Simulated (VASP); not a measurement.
Set up this calculation in VASP 6.6.1, as the native input.

```
Task                   : relaxation of cell and atoms
Functional             : PBE
Potentials or basis    : VASP PAW PBE potentials, release 64 (P)
Cutoff                 : 500 eV
k mesh                 : 6 × 4 × 4
Occupations            : gaussian, width 0.1 eV
Spin                   : no spin polarisation
Dipole correction      : no
Further INCAR settings : ALGO = Normal; EDIFF = 1e-07; IBRION = 2; EDIFFG = -0.04; NSW = 90; ISIF = 3
```

The structure of P lies in POSCAR:

```
P
1.0
    3.5174656700      0.0000000000      0.0000000000
    0.0000000000      5.4831858900      0.0000000000
    0.0000000000      0.0000000000      5.1073808500
P
6
Direct
    0.7500000000      0.3046198400      0.1196049900
    0.2500000000      0.6953801600      0.8803950100
    0.2500000000      0.3046198400      0.8803950100
    0.7500000000      0.6953801600      0.1196049900
    0.2500000000      0.0000000000      0.6189374900
    0.7500000000      0.0000000000      0.3810625100
```

The cell was generated, and may not be a known phase.

One way to write it, as run:

INCAR

```
ALGO = Normal ; EDIFF = 1E-7
EDIFFG = -0.04 ; ENCUT = 500
GGA = PE ; GGA_COMPAT = F
IBRION = 2 ; ISIF = 3
ISMEAR = 0 ; LASPH = T
LCHARG = F ; LREAL = F
LWAVE = F ; NELM = 120
NELMIN = 4 ; NSW = 90
PREC = Accurate ; SIGMA = 0.1
```

KPOINTS

```
k-points
0
Gamma
  6 4 4
```

Potentials or basis: VASP PAW PBE potentials, release 64 (P).

The run is started by

```sh
$ cat potpaw_PBE.64/P/POTCAR > POTCAR
$ mpirun -np 1 vasp_std > vasp.out
```

It gave:

The relaxed volume is 18.75 Å³/atom, the relaxed cell is a = 3.360 Å, b = 8.368 Å, c = 4.002 Å, α = 90.00°, β = 90.00°, γ = 90.00° and the space group after relaxing (to 0.1 Å) is Pmma (No. 51). The energy gained by relaxing is 790.4 meV/atom, the ionic steps are 46 and the pressure after relaxing is 0.0 GPa. The largest force after relaxing is 0.034 eV/Å and the band gap on the k mesh is zero (bands 15 and 16 overlap by 1.68 eV).

Caveat: a cell axis changed by over 15 % at a fixed basis, so the end point is rough; this functional lacks dispersion, which binds layers or chains, so the pressure and a relaxed spacing across them are unreliable.

Wall time 47 min on 1 thread of Intel Xeon 8259CL (shared host), peak memory 0.23 GiB.
